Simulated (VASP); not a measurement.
# Sb in VASP: relaxation of the atoms with PBE+D3(BJ)

Aim: the relaxation of the atoms of Sb with PBE+D3(BJ).

All numbers are computed with VASP 6.6.1; they aren't measurements. Logs are shortened: lines on timing, memory, paths and dates and some standing lists are left out, and cuts for length are marked.

**1. The cell of the first run**

The cell holds a slab with vacuum, 16 atoms: a = 8.894 Å, b = 6.202 Å, c = 22.485 Å, α = 90.00°, β = 90.00°, γ = 87.75°.

**2. Relaxation of the atoms, PBE+D3(BJ)**

File INCAR:

```
SYSTEM = Sb
PREC     = Accurate       ! precision mode
ENCUT    = 520            ! plane-wave cutoff, eV
EDIFF    = 1E-7           ! SCF threshold, eV
ISMEAR   = 0              ! smearing method
SIGMA    = 0.1            ! smearing width, eV
LREAL    = Auto         
LASPH    = .True.         ! aspherical terms in the spheres
NELM     = 60             ! most SCF steps
ALGO     = Normal         ! electronic algorithm
ISIF     = 2              ! what is computed and relaxed
LWAVE    = .False.        ! write WAVECAR
LCHARG   = .False.        ! write CHGCAR
LDIPOL   = .True.       
IDIPOL   = 3            
DIPOL    = 0.5 0.5 0.500
GGA      = PE             ! functional
IVDW     = 12             ! dispersion correction
IBRION   = 2              ! ionic algorithm
NSW      = 90             ! ionic steps
EDIFFG   = -0.03          ! ionic threshold
LUSENCCL = .False.
```

File KPOINTS:

```
regular mesh
0
Gamma
  2 3 1
  0 0 0
```

File POSCAR:

```
Sb
1.0
    8.8935614083      0.0000000000      0.0000000000
    0.2437186956      6.1971408622      0.0000000000
    0.0000000000      0.0000000000     22.4848063837
Sb
16
Selective dynamics
Direct
    0.0138041431      0.2638041431      0.3557958144  F F F
    0.5138041431      0.2638041431      0.3557958144  F F F
    0.9861958569      0.7361958569      0.3557958144  F F F
    0.4861958569      0.7361958569      0.3557958144  F F F
    0.7638041431      0.7638041431      0.4519319381  F F F
    0.2638041431      0.7638041431      0.4519319381  F F F
    0.7361958569      0.2361958569      0.4519319381  F F F
    0.2361958569      0.2361958569      0.4519319381  F F F
    0.5138041431      0.2638041431      0.5480680619  T T T
    0.0138041431      0.2638041431      0.5480680619  T T T
    0.4861958569      0.7361958569      0.5480680619  T T T
    0.9861958569      0.7361958569      0.5480680619  T T T
    0.2638041431      0.7638041431      0.6442041856  T T T
    0.7638041431      0.7638041431      0.6442041856  T T T
    0.2361958569      0.2361958569      0.6442041856  T T T
    0.7361958569      0.2361958569      0.6442041856  T T T
```

Potentials or basis: VASP PAW PBE potentials, release 64 (Sb).

The run is started by

```
$ cat potpaw_PBE.64/Sb/POTCAR > POTCAR
$ mpirun -np 1 vasp_std > vasp.out
```

OUTCAR:

```text
SYSTEM = Sb
   PREC = Accurate
   ENCUT = 520
   EDIFF = 1E-7
   ISMEAR = 0
   LREAL = Auto
   LASPH = .True.
   NELM = 60
   ISIF = 2
   GGA = PE
   IVDW = 12
   IBRION = 2
   NSW = 90
   EDIFFG = -0.03
 IVDW          = 12

 ion  position               nearest neighbor table
   1  0.014  0.264  0.356-   8 2.93   3 2.93   7 3.29   3 3.29
   2  0.514  0.264  0.356-   7 2.93   4 2.93   8 3.29   4 3.29
   3  0.986  0.736  0.356-   5 2.93   1 2.93   6 3.29   1 3.29
   4  0.486  0.736  0.356-   6 2.93   2 2.93   5 3.29   2 3.29
   5  0.764  0.764  0.452-   3 2.93   7 2.93  12 2.93   4 3.29   7 3.29  11 3.29
   6  0.264  0.764  0.452-   4 2.93   8 2.93  11 2.93   3 3.29   8 3.29  12 3.29
   7  0.736  0.236  0.452-   2 2.93   5 2.93   9 2.93   1 3.29   5 3.29  10 3.29
   8  0.236  0.236  0.452-   1 2.93   6 2.93  10 2.93   2 3.29   6 3.29   9 3.29
   9  0.514  0.264  0.548-  16 2.93  11 2.93   7 2.93  15 3.29  11 3.29   8 3.29
  10  0.014  0.264  0.548-  15 2.93  12 2.93   8 2.93  16 3.29  12 3.29   7 3.29
  11  0.486  0.736  0.548-  13 2.93   9 2.93   6 2.93  14 3.29   9 3.29   5 3.29
  12  0.986  0.736  0.548-  14 2.93  10 2.93   5 2.93  13 3.29  10 3.29   6 3.29
  13  0.264  0.764  0.644-  11 2.93  15 2.93  12 3.29  15 3.29
  14  0.764  0.764  0.644-  12 2.93  16 2.93  11 3.29  16 3.29
  15  0.236  0.236  0.644-  10 2.93  13 2.93   9 3.29  13 3.29
  16  0.736  0.236  0.644-   9 2.93  14 2.93  10 3.29  14 3.29
[... 9 lines left out ...]
 A1 = (   0.2437186956,   6.1971408622,   0.0000000000)
 A2 = (   0.0000000000,   0.0000000000, -22.4848063837)
 A3 = (  -8.8935614083,   0.0000000000,   0.0000000000)

Analysis of symmetry for initial positions (statically):
=====================================================================
 Subroutine PRICEL returns following result:

  LATTYP: Found a simple monoclinic cell.
 ALAT       =     4.4467807042
 B/A-ratio  =     5.0564234847
 C/A-ratio  =     1.3947014389
 COS(beta)  =    -0.0392972250
[... 12 lines left out ...]
 Subroutine GETGRP returns: Found  4 space group operations
 (whereof  2 operations were pure point group operations)
 out of a pool of  4 trial point group operations.

The static configuration has the point symmetry C_2 .
 The point group associated with its full space group is C_2h.

Analysis of symmetry for dynamics (positions and initial velocities):
=====================================================================
 Subroutine PRICEL returns following result:

  LATTYP: Found a simple monoclinic cell.
 ALAT       =     4.4467807042
 B/A-ratio  =     5.0564234847
 C/A-ratio  =     1.3947014389
 COS(beta)  =    -0.0392972250
[... 12 lines left out ...]
 Subroutine GETGRP returns: Found  4 space group operations
 (whereof  2 operations were pure point group operations)
 out of a pool of  4 trial point group operations.

The dynamic configuration has the point symmetry C_2 .
 The point group associated with its full space group is C_2h.

Analysis of constrained symmetry for selective dynamics:
=====================================================================
 Subroutine PRICEL returns following result:

  LATTYP: Found a simple monoclinic cell.
 ALAT       =     4.4467807042
 B/A-ratio  =     5.0564234847
 C/A-ratio  =     1.3947014389
 COS(beta)  =    -0.0392972250
[... 12 lines left out ...]
 Subroutine GETGRP returns: Found  2 space group operations
 (whereof  2 operations were pure point group operations)
 out of a pool of  4 trial point group operations.

The constrained configuration has the point symmetry C_2 .

 Subroutine INISYM returns: Found  2 space group operations
 (whereof  2 operations are pure point group operations),
 and found     2 'primitive' translations

----------------------------------------------------------------------------------------

                                     Primitive cell

  volume of cell :     619.6211

  direct lattice vectors                    reciprocal lattice vectors
     4.446780704  0.000000000  0.000000000     0.224881789 -0.008844062  0.000000000
     0.000000000  0.000000000 22.484806384    -0.000000000  0.000000000  0.044474477
    -0.243718696 -6.197140862  0.000000000     0.000000000 -0.161364736  0.000000000

  length of vectors
     4.446780704 22.484806384  6.201931447     0.225055630  0.044474477  0.161364736

  position of ions in fractional coordinates (direct lattice)
     0.027608286  0.355795814  0.736195857
     0.972391714  0.355795814  0.263804143
     0.527608286  0.451931938  0.236195857
     0.472391714  0.451931938  0.763804143
     0.027608286  0.548068062  0.736195857
[... 48 lines left out ...]
   number of dos      NEDOS =    301   number of ions     NIONS =     16
   total plane-waves  NPLWV = 564480
   dimension x,y,z NGX =    70 NGY =   48 NGZ =  168
   dimension x,y,z NGXF=   140 NGYF=   96 NGZF=  336
   ions per type =              16
   NGX,Y,Z   is equivalent  to a cutoff of  13.08, 12.87, 12.42 a.u.
   NGXF,Y,Z  is equivalent  to a cutoff of  26.17, 25.73, 24.84 a.u.
 SYSTEM =  Sb
   PREC   = accura    normal or accurate (medium, high low for compatibility)
   ISTART =      0    job   : 0-new  1-cont  2-samecut
   ICHARG =      2    charge: 1-file 2-atom 10-const
   ISPIN  =      1    spin polarized calculation?
   LNONCOLLINEAR =      F non collinear calculations
   LSORBIT =      F    spin-orbit coupling
   LASPH  =      T    aspherical Exc in radial PAW
   ENCUT  =  520.0 eV  38.22 Ry    6.18 a.u.  16.54 11.53 41.81*2*pi/ulx,y,z
   NELM   =     60;   NELMIN=  2; NELMDL= -5     # of ELM steps
   EDIFF  = 0.1E-06   stopping-criterion for ELM
   LREAL  =      T    real-space projection
   EDIFFG = -.3E-01   stopping-criterion for IOM
   NSW    =     90    number of steps for IOM
   IBRION =      2    ionic relax: 0-MD 1-quasi-New 2-CG
   NFREE  =      1    steps in history (QN), initial steepest desc. (CG)
   ISIF   =      2    stress and relaxation
   ISYM   =      2    0-nonsym 1-usesym 2-fastsym
   POTIM  = 0.5000    time-step for ionic-motion
   TEBEG  =    0.0;   TEEND  =   0.0 temperature during run
   PSTRESS=    0.0 pullay stress
   NELECT =      80.0000    total number of electrons
   NUPDOWN=      -1.0000    fix difference up-down
   EMIN   =  10.00;   EMAX   =-10.00  energy-range for DOS
   EFERMI =   0.00;   METHOD = LEGACY
   ISMEAR =     0;   SIGMA  =   0.10  broadening in eV -4-tet -1-fermi 0-gaus
   EFERMI_NEDOS =   21; number of points for ismear=-14 and -15
   IALGO  =     38    algorithm
   IMIX   =      4    mixing-type and parameters
     AMIX     =   0.40;   BMIX     =  1.00
     AMIX_MAG =   1.60;   BMIX_MAG =  1.00
  volume/ion in A,a.u.               =      77.45       522.68
  Fermi-wavevector in a.u.,A,eV,Ry     =   0.656729  1.241038  5.868094  0.431293
  Thomas-Fermi vector in A             =   1.728013
   LORBIT       =      0    0 simple, 1 ext, 2 COOP (PROOUT), +10 PAW based schemes
   GGA     = PE    functional components
   LHFCALC =     F    Hartree Fock is set to
   AEXX    =    0.0000 exact exchange contribution
   IVDW    =    12    specifies the selected vdW correction
   LEPSILON=     F    determine dielectric tensor
   LRPA    =     F    only Hartree local field effects (RPA)
 conjugate gradient relaxation of ions
 non-spin polarized calculation
 Gauss-broadening in eV      SIGMA  =   0.10
  energy-cutoff  :      520.00
  volume of cell :     1239.24
 maximum number of plane-waves:     33441
 NGX is ok and might be reduce to    70
   NGX = 33   NGY = 23   NGZ = 83

--------------------------------------- Ionic step        1  -------------------------------------------

 number of electron      80.0000000 magnetization

 Free energy of the ion-electron system (eV)
  ---------------------------------------------------
  ext. energy  EPLUGINS =         0.00000000
  ---------------------------------------------------
  free energy    TOTEN  =       -62.74837250 eV

  energy without entropy =      -62.71023910  energy(sigma->0) =      -62.72930580

------------------------ aborting loop because EDIFF is reached ----------------------------------------

 Edisp (eV)   -5.53717

 E8    (eV) :    -2.6767
[... 93 lines left out ...]
  FREE ENERGIE OF THE ION-ELECTRON SYSTEM (eV)
  ---------------------------------------------------
  free  energy   TOTEN  =       -68.6104373765 eV

  energy  without entropy=      -68.5802975614  energy(sigma->0) =      -68.59536747

 dipolmoment           0.000000      0.000000      0.058680 electrons x Angstroem

--------------------------------------- Ionic step        3  -------------------------------------------

 number of electron      80.0000002 magnetization

------------------------ aborting loop because EDIFF is reached ----------------------------------------
[... 43 lines left out ...]
  FREE ENERGIE OF THE ION-ELECTRON SYSTEM (eV)
  ---------------------------------------------------
  free  energy   TOTEN  =       -68.8879160857 eV

  energy  without entropy=      -68.8644991445  energy(sigma->0) =      -68.87620762

[... ionic steps 4 to 10 ...]

--------------------------------------- Ionic step       11  -------------------------------------------

 number of electron      80.0000001 magnetization

------------------------ aborting loop because EDIFF is reached ----------------------------------------
[... 51 lines left out ...]
 number of electron      80.0000001 magnetization

------------------------ aborting loop because EDIFF is reached ----------------------------------------

 vacuum level on the upper side and lower side of the slab       (xc-potential included)        -0.056         0.011

 Edisp (eV)   -5.46485

 E8    (eV) :    -2.6383

  FORCE on cell =-STRESS in cart. coord.  units (eV):
  Direction    XX          YY          ZZ          XY          YZ          ZX
  --------------------------------------------------------------------------------------
  -------------------------------------------------------------------------------------
  Total     -12.13448     6.26766    -8.27445    -0.53492     0.00000     0.00000
  in kB     -15.68828     8.10326   -10.69778    -0.69158     0.00000     0.00000
  external pressure =       -6.09 kB  Pullay stress =        0.00 kB
[... 37 lines left out ...]
--------------------------------------- Ionic step       13  -------------------------------------------

 number of electron      80.0000001 magnetization

 dipolmoment           0.000000      0.000000     -0.022985 electrons x Angstroem

 Free energy of the ion-electron system (eV)
  ---------------------------------------------------
  ext. energy  EPLUGINS =         0.00000000
  ---------------------------------------------------
  free energy    TOTEN  =       -63.58908518 eV

  energy without entropy =      -63.57279625  energy(sigma->0) =      -63.58094072

 E-fermi :   0.1350     XC(G=0):  -4.3952

 val. band max:        0.0618973188   @ k =   0.0000   0.0000   0.0000
 cond. band min:       0.2263061352   @ k =   0.0000   0.3333   0.0000
 fundamental gap:      0.1644088164
 Fermi energy:         0.1349951020

 k-point     1 :       0.0000    0.0000    0.0000
  band No.  band energies     occupation
      1     -11.9948      2.00000
      2     -11.0693      2.00000
      3     -10.4869      2.00000
      4     -10.3254      2.00000
      5      -9.9498      2.00000
      6      -9.7408      2.00000
[... 197 lines left out ...]
     48       1.7912      0.00000
     49       1.9983      0.00000

------------------------ aborting loop because EDIFF is reached ----------------------------------------

 vacuum level on the upper side and lower side of the slab       (xc-potential included)        -0.121        -0.042

 Edisp (eV)   -5.46764

 E8    (eV) :    -2.6397

  FORCE on cell =-STRESS in cart. coord.  units (eV):
  Direction    XX          YY          ZZ          XY          YZ          ZX
  --------------------------------------------------------------------------------------
  -------------------------------------------------------------------------------------
  Total     -12.09938     5.91449    -8.18411    -0.56076     0.00000     0.00000
  in kB     -15.64291     7.64666   -10.58098    -0.72499     0.00000     0.00000
  external pressure =       -6.19 kB  Pullay stress =        0.00 kB
[... 31 lines left out ...]
  FREE ENERGIE OF THE ION-ELECTRON SYSTEM (eV)
  ---------------------------------------------------
  free  energy   TOTEN  =       -69.0567205035 eV

  energy  without entropy=      -69.0404315723  energy(sigma->0) =      -69.04857604

 reached required accuracy - stopping structural energy minimisation

 vacuum level on the upper side and lower side of the slab         4.262         4.342
```

It took 11 min on 1 × NVIDIA H100 80GB with 1 thread of AMD EPYC 7R13 (Zen 3), shared host; peak memory 1.8 GiB.

Results:

```
Free energy                : -69.0567 eV
Energy gained by relaxing  : 48.2 meV/atom
Ionic steps                : 13
Dispersion energy per atom : -0.342 eV
```

The path:
```tsv
step	energy change (eV)	largest force on free atoms (eV/Å)	pressure (GPa)
1	0.0000	1.2264	-0.73
2	-0.3249	0.9247	-0.65
3	-0.6024	0.5706	-0.35
4	-0.7156	0.3278	-0.40
5	-0.7381	0.2471	-0.40
6	-0.7519	0.0882	-0.48
7	-0.7525	0.0852	-0.50
8	-0.7554	0.0791	-0.51
9	-0.7622	0.0623	-0.55
10	-0.7694	0.0618	-0.62
11	-0.7697	0.0681	-0.63
12	-0.7702	0.0710	-0.61
13	-0.7712	0.0176	-0.62
```

Final structure:
```
CELL_PARAMETERS angstrom
8.89356 0.00000 0.00000
0.24372 6.19714 0.00000
0.00000 0.00000 22.48481
ATOMIC_POSITIONS crystal
Sb 0.01380 0.26380 0.35580
Sb 0.51380 0.26380 0.35580
Sb 0.98620 0.73620 0.35580
Sb 0.48620 0.73620 0.35580
Sb 0.76380 0.76380 0.45193
Sb 0.26380 0.76380 0.45193
Sb 0.73620 0.23620 0.45193
Sb 0.23620 0.23620 0.45193
Sb 0.50212 0.26579 0.55978
Sb 0.00212 0.26579 0.55978
Sb 0.49788 0.73421 0.55978
Sb 0.99788 0.73421 0.55978
Sb 0.25370 0.76577 0.64445
Sb 0.75370 0.76577 0.64445
Sb 0.24630 0.23423 0.64445
Sb 0.74630 0.23423 0.64445
```

Caveat: spin-orbit coupling is left out, which moves the levels of the heavy elements.
